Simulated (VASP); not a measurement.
Here is a VASP 6.6.1 calculation.

File POSCAR:

```
Ir
1.0
    0.0000000000      1.9228496764      1.9228496764
    1.9228496764      0.0000000000      1.9228496764
    1.9228496764      1.9228496764      0.0000000000
Ir
1
Direct
    0.0000000000      0.0000000000      0.0000000000
```

Contents of INCAR.step1:

```
ALGO = Normal
EDIFF = 1E-4
ENCUT = 520
GGA = PE
ISMEAR = -1
LASPH = T
LCHARG = F
LREAL = F
LWAVE = T
NBANDS = 10
NELM = 60
PREC = Accurate
SIGMA = 0.1
```

INCAR.step2

```
ALGO = Normal
EDIFF = 1E-7
ENCUT = 520
ISIF = 2
ISMEAR = -1
ISTART = 1
LASPH = T
LCHARG = T
LELF = T
LMIXTAU = T
LREAL = F
LVHAR = T
LWAVE = F
METAGGA = R2SCAN
NBANDS = 10
NELM = 60
PREC = Accurate
SIGMA = 0.1
```

KPOINTS

```
k-points
0
Gamma
  23 23 23
```

Potentials or basis: VASP PAW PBE potentials, release 64 (Ir).

Launch:

```console
$ cat potpaw_PBE.64/Ir/POTCAR > POTCAR
$ cp INCAR.step1 INCAR
$ mpirun -np 1 vasp_std > vasp.out
$ cp INCAR.step2 INCAR
$ mpirun -np 1 vasp_std > vasp.out
```

Task: Predict the pressure.

Result: 2.2 GPa.

Caveat: the PAW data sets were made with another functional, which shifts forces and pressure a little.
